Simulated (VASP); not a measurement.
# CsH (Fm-3m) in VASP: further runs

Runs on CsH. Level: r2SCAN. Tasks: phonons.

All numbers are computed with VASP 6.6.1; they aren't measurements. Logs are shortened: lines on timing, memory, paths and dates and some standing lists are left out, and cuts for length are marked.

## (1) The cell of the first run

The structure is cubic, space group Fm-3m (No. 225). The conventional cell has a = 5.650 Å, b = 5.650 Å, c = 5.650 Å, α = 90.00°, β = 90.00°, γ = 90.00°. Within 3.7 Å of Cs (site symmetry m-3m) lie 6 H at 2.83 Å. H (site symmetry m-3m) has 6 Cs at 2.83 Å within 3.7 Å.

## (2) Phonons, r2SCAN

The input, INCAR:

```
SYSTEM = CsH
PREC = Accurate
ENCUT = 520
EDIFF = 1E-8
ISMEAR = 0
SIGMA = 0.01
LREAL = .False.
LASPH = .True.
NELM = 80
ALGO = Normal
ISIF = 2
LWAVE = .False.
LCHARG = .False.
METAGGA = R2SCAN
LMIXTAU = .True.
IBRION = 6
NFREE = 2
POTIM = 0.015
NSW = 1
```

The input, KPOINTS:

```
regular mesh
0
Gamma
  6 6 6
  0 0 0
```

The input, POSCAR:

```
CsH
1.0
    2.8251488462      2.8251488462      0.0000000000
   -2.8251488462      2.8251488462      0.0000000000
    0.0000000000      2.8251488462      2.8251488462
Cs H
1 1
Direct
    0.0000000000      0.0000000000      0.0000000000
    0.5000000000      0.5000000000      0.0000000000
```

Potentials or basis: VASP PAW PBE potentials, release 64 (Cs_sv, H).

Command:

```sh
$ cat potpaw_PBE.64/Cs_sv/POTCAR potpaw_PBE.64/H/POTCAR > POTCAR
$ mpirun -np 1 vasp_std > vasp.out
```

OUTCAR:

```text
SYSTEM = CsH
   PREC = Accurate
   ENCUT = 520
   EDIFF = 1E-8
   ISMEAR = 0
   LREAL = .False.
   LASPH = .True.
   NELM = 80
   ISIF = 2
   METAGGA = R2SCAN
   IBRION = 6
   NFREE = 2
   POTIM = 0.015
   NSW = 1

 ion  position               nearest neighbor table
   1  0.000  0.000  0.000-
   2  0.500  0.500  0.000-

  LATTYP: Found a face centered cubic cell.
 ALAT       =     5.6502976924

  Lattice vectors:

 A1 = (   0.0000000000,   2.8251488462,   2.8251488462)
 A2 = (   2.8251488462,   0.0000000000,   2.8251488462)
 A3 = (   2.8251488462,   2.8251488462,   0.0000000000)

Analysis of symmetry for initial positions (statically):
=====================================================================
 Subroutine PRICEL returns:
 Original cell was already a primitive cell.

 Routine SETGRP: Setting up the symmetry group for a
 face centered cubic supercell.

 Subroutine GETGRP returns: Found 48 space group operations
 (whereof 48 operations were pure point group operations)
 out of a pool of 48 trial point group operations.

The static configuration has the point symmetry O_h .

Analysis of symmetry for dynamics (positions and initial velocities):
=====================================================================
 Subroutine PRICEL returns:
 Original cell was already a primitive cell.

 Routine SETGRP: Setting up the symmetry group for a
 face centered cubic supercell.

 Subroutine GETGRP returns: Found 48 space group operations
 (whereof 48 operations were pure point group operations)
 out of a pool of 48 trial point group operations.

The dynamic configuration has the point symmetry O_h .

 Subroutine INISYM returns: Found 48 space group operations
 (whereof 48 operations are pure point group operations),
 and found     1 'primitive' translations

----------------------------------------------------------------------------------------

                                     Primitive cell

  volume of cell :      45.0977

  direct lattice vectors                    reciprocal lattice vectors
     2.825148846  2.825148846  0.000000000     0.176981825  0.176981825 -0.176981825
    -2.825148846  2.825148846  0.000000000    -0.176981825  0.176981825 -0.176981825
     0.000000000  2.825148846  2.825148846     0.000000000  0.000000000  0.353963651

  length of vectors
     3.995363814  3.995363814  3.995363814     0.306541514  0.306541514  0.353963651

  position of ions in fractional coordinates (direct lattice)
     0.000000000  0.000000000  0.000000000
     0.500000000  0.500000000  0.000000000

  ion indices of the primitive-cell ions
   primitive index   ion index
                 1           1
                 2           2

----------------------------------------------------------------------------------------

 KPOINTS: regular mesh

Automatic generation of k-mesh.
 Grid dimensions read from file:
 generate k-points for:    6    6    6

 Generating k-lattice:

  Cartesian coordinates                     Fractional coordinates (reciprocal lattice)
     0.029496971  0.029496971 -0.029496971     0.166666667  0.000000000  0.000000000
    -0.029496971  0.029496971 -0.029496971     0.000000000  0.166666667  0.000000000
     0.000000000  0.000000000  0.058993942     0.000000000  0.000000000  0.166666667

  Length of vectors
     0.051090252  0.051090252  0.058993942

  Shift w.r.t. Gamma in fractional coordinates (k-lattice)
     0.000000000  0.000000000  0.000000000

 Subroutine IBZKPT returns following result:
 ===========================================

 Found     16 irreducible k-points:

 Following reciprocal coordinates:
            Coordinates               Weight
  0.000000  0.000000  0.000000      1.000000
  0.166667  0.000000  0.000000      8.000000
  0.333333  0.000000  0.000000      8.000000
  0.500000  0.000000  0.000000      4.000000
  0.166667  0.166667  0.000000     12.000000
  0.333333  0.166667  0.000000     24.000000
[... 8 lines left out ...]
  0.500000  0.333333  0.166667     24.000000
  0.500000  0.500000  0.166667     12.000000
   k-points           NKPTS =     16   k-points in BZ     NKDIM =     16   number of bands    NBANDS=      9
   number of dos      NEDOS =    301   number of ions     NIONS =      2
   total plane-waves  NPLWV =  27000
   dimension x,y,z NGX =    30 NGY =   30 NGZ =   30
   dimension x,y,z NGXF=    60 NGYF=   60 NGZF=   60
   ions per type =               1   1
   NGX,Y,Z   is equivalent  to a cutoff of  12.48, 12.48, 12.48 a.u.
   NGXF,Y,Z  is equivalent  to a cutoff of  24.97, 24.97, 24.97 a.u.
 SYSTEM =  CsH
   PREC   = accura    normal or accurate (medium, high low for compatibility)
   ISTART =      0    job   : 0-new  1-cont  2-samecut
   ICHARG =      2    charge: 1-file 2-atom 10-const
   ISPIN  =      1    spin polarized calculation?
   LNONCOLLINEAR =      F non collinear calculations
   LSORBIT =      F    spin-orbit coupling
   LASPH  =      T    aspherical Exc in radial PAW
   ENCUT  =  520.0 eV  38.22 Ry    6.18 a.u.   7.43  7.43  7.43*2*pi/ulx,y,z
   NELM   =     80;   NELMIN=  2; NELMDL= -5     # of ELM steps
   EDIFF  = 0.1E-07   stopping-criterion for ELM
   LREAL  =      F    real-space projection
   EDIFFG = 0.1E-06   stopping-criterion for IOM
   NSW    =     61    number of steps for IOM
   IBRION =      6    ionic relax: 0-MD 1-quasi-New 2-CG
   NFREE  =      2    steps in history (QN), initial steepest desc. (CG)
   ISIF   =      2    stress and relaxation
   ISYM   =      2    0-nonsym 1-usesym 2-fastsym
   POTIM  = 0.0150    time-step for ionic-motion
   TEBEG  =    0.0;   TEEND  =   0.0 temperature during run
   PSTRESS=    0.0 pullay stress
   NELECT =      10.0000    total number of electrons
   NUPDOWN=      -1.0000    fix difference up-down
   EMIN   =  10.00;   EMAX   =-10.00  energy-range for DOS
   EFERMI =   0.00;   METHOD = LEGACY
   ISMEAR =     0;   SIGMA  =   0.01  broadening in eV -4-tet -1-fermi 0-gaus
   EFERMI_NEDOS =   21; number of points for ismear=-14 and -15
   IALGO  =     38    algorithm
   IMIX   =      4    mixing-type and parameters
     AMIX     =   0.40;   BMIX     =  1.00
     AMIX_MAG =   1.60;   BMIX_MAG =  1.00
  volume/ion in A,a.u.               =      22.55       152.17
  Fermi-wavevector in a.u.,A,eV,Ry     =   0.990886  1.872502 13.358937  0.981854
  Thomas-Fermi vector in A             =   2.122588
   LORBIT       =      0    0 simple, 1 ext, 2 COOP (PROOUT), +10 PAW based schemes
   METAGGA = R2SCAN    functional components
   LHFCALC =     F    Hartree Fock is set to
   AEXX    =    0.0000 exact exchange contribution
   IVDW    =     0    specifies the selected vdW correction
   LEPSILON=     F    determine dielectric tensor
   LRPA    =     F    only Hartree local field effects (RPA)
 finite differences with symmetry
 non-spin polarized calculation
 Gauss-broadening in eV      SIGMA  =   0.01
  energy-cutoff  :      520.00
  volume of cell :       45.10
 maximum number of plane-waves:      1243
 NGX is ok and might be reduce to    30
   NGX = 15   NGY = 15   NGZ = 15

--------------------------------------- Ionic step        1  -------------------------------------------

 number of electron      10.0000001 magnetization

 Free energy of the ion-electron system (eV)
  ---------------------------------------------------
  ext. energy  EPLUGINS =         0.00000000
  ---------------------------------------------------
  free energy    TOTEN  =       -28.64717220 eV

  energy without entropy =      -28.64717220  energy(sigma->0) =      -28.64717220

------------------------ aborting loop because EDIFF is reached ----------------------------------------

  FORCE on cell =-STRESS in cart. coord.  units (eV):
  Direction    XX          YY          ZZ          XY          YZ          ZX
  --------------------------------------------------------------------------------------
  -------------------------------------------------------------------------------------
  Total        2.0384335      2.0384335      2.0384335      0.0000000      0.0000000      0.0000000
  in kB       72.4191018     72.4191018     72.4191018      0.0000000      0.0000000      0.0000000
  external PRESSURE =      72.4191018 kB  Pullay stress =       0.0000000 kB
[... 129 lines left out ...]
  energy  without entropy=      -28.6469830948  energy(sigma->0) =      -28.64698309

--------------------------------------- Ionic step        5  -------------------------------------------

 number of electron      10.0000001 magnetization

 Free energy of the ion-electron system (eV)
  ---------------------------------------------------
  ext. energy  EPLUGINS =         0.00000000
  ---------------------------------------------------
  free energy    TOTEN  =       -28.64698309 eV

  energy without entropy =      -28.64698309  energy(sigma->0) =      -28.64698309

 E-fermi :   2.1787     XC(G=0):  -9.1283

 val. band max:        2.1247899367   @ k =   0.5000   0.0000   0.0000
 cond. band min:       4.1386049171   @ k =   0.5000   0.0000   0.0000
 fundamental gap:      2.0138149804
 Fermi energy:         2.1787388554

 k-point     1 :       0.0000    0.0000    0.0000
  band No.  band energies     occupation
      1     -20.5480      2.00000
      2      -5.9704      2.00000
      3      -5.9703      2.00000
      4      -5.9703      2.00000
      5      -0.3307      2.00000
      6       7.5319      0.00000
      7       7.5319      0.00000
      8       7.5320      0.00000
      9       9.8591      0.00000
[... 265 lines left out ...]
 k-point    24 :       0.0000    0.0000   -0.3333
  band No.  band energies     occupation
      1     -20.2319      2.00000
      2      -7.4725      2.00000
      3      -6.5061      2.00000
      4      -6.5061      2.00000
      5       0.1979      2.00000
      6       5.0108      0.00000
      7       8.1801      0.00000
      8      10.0619      0.00000
      9      10.0627      0.00000

 [... further k-points ...]
[... 5 lines left out ...]
  --------------------------------------------------------------------------------------
  -------------------------------------------------------------------------------------
  Total        2.0404227      2.0380199      2.0380199     -0.0000000      0.0000000      0.0000000
  in kB       72.4897722     72.4044079     72.4044079     -0.0000000      0.0000000      0.0000000
  external PRESSURE =      72.4328627 kB  Pullay stress =       0.0000000 kB
[... 17 lines left out ...]
  FREE ENERGIE OF THE ION-ELECTRON SYSTEM (eV)
  ---------------------------------------------------
  free  energy   TOTEN  =       -28.6469830937 eV

  energy  without entropy=      -28.6469830937  energy(sigma->0) =      -28.64698309

 INTERNAL STRAIN TENSORS FROM DISPLACED ATOMS
 ============================================

 INTERNAL STRAIN TENSOR FOR ION    1 for displacements in x,y,z  (eV/Angst):
          X           Y           Z          XY          YZ          ZX
  --------------------------------------------------------------------------------
  x     0.00000     0.00000     0.00000     0.00000     0.00000     0.00000
  y     0.00000     0.00000     0.00000     0.00000     0.00000     0.00000
  z     0.00000     0.00000     0.00000     0.00000     0.00000     0.00000

 INTERNAL STRAIN TENSOR FOR ION    2 for displacements in x,y,z  (eV/Angst):
          X           Y           Z          XY          YZ          ZX
  --------------------------------------------------------------------------------
  x     0.00000     0.00000     0.00000     0.00000     0.00000     0.00000
  y     0.00000     0.00000     0.00000     0.00000     0.00000     0.00000
  z     0.00000     0.00000     0.00000     0.00000     0.00000     0.00000

 Eigenvectors and eigenvalues of the dynamical matrix
 ----------------------------------------------------

   1 f  =   20.339490 THz   127.796784 2PiTHz  678.452353 cm-1    84.117333 meV
             X         Y         Z           dx          dy          dz
      0.000000  0.000000  0.000000     0.000000    0.086671    0.000000
      0.000000  2.825149  0.000000     0.000000   -0.996237    0.000000

   2 f  =   20.339490 THz   127.796784 2PiTHz  678.452353 cm-1    84.117333 meV
             X         Y         Z           dx          dy          dz
      0.000000  0.000000  0.000000    -0.086671    0.000000    0.000000
      0.000000  2.825149  0.000000     0.996237    0.000000    0.000000
[... 11 lines left out ...]
   5 f/i=    0.005140 THz     0.032296 2PiTHz    0.171455 cm-1     0.021258 meV
             X         Y         Z           dx          dy          dz
      0.000000  0.000000  0.000000     0.996237    0.000000    0.000000
      0.000000  2.825149  0.000000     0.086671    0.000000    0.000000

   6 f/i=    0.005140 THz     0.032296 2PiTHz    0.171455 cm-1     0.021258 meV
             X         Y         Z           dx          dy          dz
      0.000000  0.000000  0.000000     0.000000    0.000000    0.996237
      0.000000  2.825149  0.000000     0.000000    0.000000    0.086671

 ELASTIC MODULI CONTR FROM IONIC RELAXATION (kBar)
 Direction    XX          YY          ZZ          XY          YZ          ZX
 --------------------------------------------------------------------------------
 XX           0.0000      0.0000      0.0000      0.0000      0.0000      0.0000
 YY           0.0000      0.0000      0.0000      0.0000      0.0000      0.0000
 ZZ           0.0000      0.0000      0.0000      0.0000      0.0000      0.0000
 XY           0.0000      0.0000      0.0000      0.0000      0.0000      0.0000
 YZ           0.0000      0.0000      0.0000      0.0000      0.0000      0.0000
 ZX           0.0000      0.0000      0.0000      0.0000      0.0000      0.0000
 --------------------------------------------------------------------------------
```

Run time: 2.2 min. Hardware: 1 thread of AMD EPYC 9R45 (Zen 5), shared host; peak memory 0.16 GiB.

What came out:

| Quantity | Value |
| --- | --- |
| Highest phonon frequency at Γ | 678 cm⁻¹ |

Phonon frequencies in cm⁻¹ (negative: imaginary):
| q point | frequencies |
| --- | --- |
| (0.000, 0.000, 0.000) | 0 0 0 678 678 678 |

Caveat: the cell stands under pressure or tension, which shifts response properties; the PAW data sets were made with another functional, which shifts forces and pressure a little; spin-orbit coupling is left out, which moves the levels of the heavy elements.

## (3) Phonons, r2SCAN

This run uses another cell than the first one, of 25.14 Å³/atom.

The input, INCAR:

```
  ALGO = Normal
  EDIFF = 1E-8
  ENCUT = 520
  IBRION = 6
  ISIF = 2
  ISMEAR = 0
  LASPH = True
  LCHARG = False
  LMIXTAU = True
  LREAL = False
  LWAVE = False
  METAGGA = R2SCAN
  NELM = 60
  NFREE = 2
  NSW = 1
  POTIM = 0.015
  PREC = Accurate
  SIGMA = 0.01
```

The input, KPOINTS:

```
k-points
0
Gamma
  6 6 6
```

The input, POSCAR:

```
CsH
1.0
    2.9294055578      2.9294055578      0.0000000000
   -2.9294055578      2.9294055578      0.0000000000
    0.0000000000      2.9294055578      2.9294055578
Cs H
1 1
Direct
    0.0000000000      0.0000000000      0.0000000000
    0.5000000000      0.5000000000      0.0000000000
```

Potentials or basis: VASP PAW PBE potentials, release 64 (Cs_sv, H).

Command:

```sh
$ cat potpaw_PBE.64/Cs_sv/POTCAR potpaw_PBE.64/H/POTCAR > POTCAR
$ mpirun -np 1 vasp_std > vasp.out
```

OUTCAR:

```text
EDIFF = 1E-8
   ENCUT = 520
   IBRION = 6
   ISIF = 2
   ISMEAR = 0
   LASPH = True
   LREAL = False
   METAGGA = R2SCAN
   NELM = 60
   NFREE = 2
   NSW = 1
   POTIM = 0.015
   PREC = Accurate

 ion  position               nearest neighbor table
   1  0.000  0.000  0.000-
   2  0.500  0.500  0.000-

  LATTYP: Found a face centered cubic cell.
 ALAT       =     5.8588111156

  Lattice vectors:

 A1 = (   0.0000000000,   2.9294055578,   2.9294055578)
 A2 = (   2.9294055578,   0.0000000000,   2.9294055578)
[... 659 lines left out ...]
  x     0.00000     0.00000     0.00000     0.00000     0.00000     0.00000
  y     0.00000     0.00000     0.00000     0.00000     0.00000     0.00000
  z     0.00000     0.00000     0.00000     0.00000     0.00000     0.00000

 INTERNAL STRAIN TENSOR FOR ION    2 for displacements in x,y,z  (eV/Angst):
          X           Y           Z          XY          YZ          ZX
  --------------------------------------------------------------------------------
  x     0.00000     0.00000     0.00000     0.00000     0.00000     0.00000
  y     0.00000     0.00000     0.00000     0.00000     0.00000     0.00000
  z     0.00000     0.00000     0.00000     0.00000     0.00000     0.00000

 Eigenvectors and eigenvalues of the dynamical matrix
 ----------------------------------------------------

   1 f  =   17.863520 THz   112.239806 2PiTHz  595.862884 cm-1    73.877549 meV
             X         Y         Z           dx          dy          dz
      0.000000  0.000000  0.000000     0.086489    0.000000   -0.000000
      0.000000  2.929406  0.000000    -0.996253    0.000000    0.000000
[... 21 lines left out ...]
   6 f/i=    0.001251 THz     0.007863 2PiTHz    0.041743 cm-1     0.005176 meV
             X         Y         Z           dx          dy          dz
      0.000000  0.000000  0.000000     0.000000   -0.996253   -0.000000
      0.000000  2.929406  0.000000     0.000000   -0.086489    0.000000

 ELASTIC MODULI CONTR FROM IONIC RELAXATION (kBar)
 Direction    XX          YY          ZZ          XY          YZ          ZX
 --------------------------------------------------------------------------------
 XX           0.0000      0.0000      0.0000      0.0000      0.0000      0.0000
 YY           0.0000      0.0000      0.0000      0.0000      0.0000      0.0000
 ZZ           0.0000      0.0000      0.0000      0.0000      0.0000      0.0000
 XY           0.0000      0.0000      0.0000      0.0000      0.0000      0.0000
 YZ           0.0000      0.0000      0.0000      0.0000      0.0000      0.0000
 ZX           0.0000      0.0000      0.0000      0.0000      0.0000      0.0000
 --------------------------------------------------------------------------------
```

OSZICAR:

```text
N       E                     dE             d eps       ncg     rms          rms(c)
DAV:   1     0.183964600708E+02    0.18396E+02   -0.46413E+03   288   0.984E+02
DAV:   2    -0.293031908832E+02   -0.47700E+02   -0.46691E+02   350   0.138E+02
DAV:   3    -0.318404444202E+02   -0.25373E+01   -0.25363E+01   360   0.384E+01
[... 67 lines left out ...]
DAV:  10    -0.288293767906E+02    0.61446E-06   -0.12185E-07   608   0.422E-03    0.103E-04
DAV:  11    -0.288293768139E+02   -0.23371E-07   -0.41963E-09   566   0.844E-04    0.925E-05
DAV:  12    -0.288293768286E+02   -0.14699E-07   -0.88924E-09   545   0.156E-03    0.193E-05
DAV:  13    -0.288293768008E+02    0.27832E-07   -0.32660E-09   486   0.948E-04    0.907E-06
DAV:  14    -0.288293768009E+02   -0.12608E-09   -0.70489E-11   300   0.981E-05
   5 F= -.28829377E+02 E0= -.28829377E+02  d E =-.298749E-75
```

stdout:

```text
POSCAR found type information on POSCAR CsH
 POSCAR found :  2 types and       2 ions
 scaLAPACK will be used
 -----------------------------------------------------------------------------
|                                                                             |
|                                                                             |
|     You enforced a specific xc type in the INCAR file but a different       |
|     I HOPE YOU KNOW WHAT YOU ARE DOING!                                     |
|                                                                             |
 -----------------------------------------------------------------------------

 LDA part: xc-table for (None), standard interpolation
 POSCAR, INCAR and KPOINTS ok, starting setup
 FFT: planning ... GRIDC
 FFT: planning ... GRID_SOFT
 FFT: planning ... GRID
 WAVECAR not read
 entering main loop
 Found     2 degrees of freedom:
 Finite differences POTIM= 0.01500 DOF=   2
 bond charge predicted
 Finite differences progress:
 bond charge predicted
 Finite differences progress:
 bond charge predicted
 Finite differences progress:
 bond charge predicted
 Finite differences progress:
```

Run time: 2.4 min. Hardware: 1 thread of AMD EPYC 9R45 (Zen 5), shared host; peak memory 0.17 GiB.

Results:

```yaml
Highest_phonon_frequency_at_Γ: 596 cm⁻¹
```

Phonon frequencies in cm⁻¹ (negative: imaginary):
```
              q point        frequencies
(0.000, 0.000, 0.000)  0 0 0 596 596 596
```

Caveat: the cell stands under pressure or tension, which shifts response properties; the PAW data sets were made with another functional, which shifts forces and pressure a little; spin-orbit coupling is left out, which moves the levels of the heavy elements.

[end of part 1 of 2]
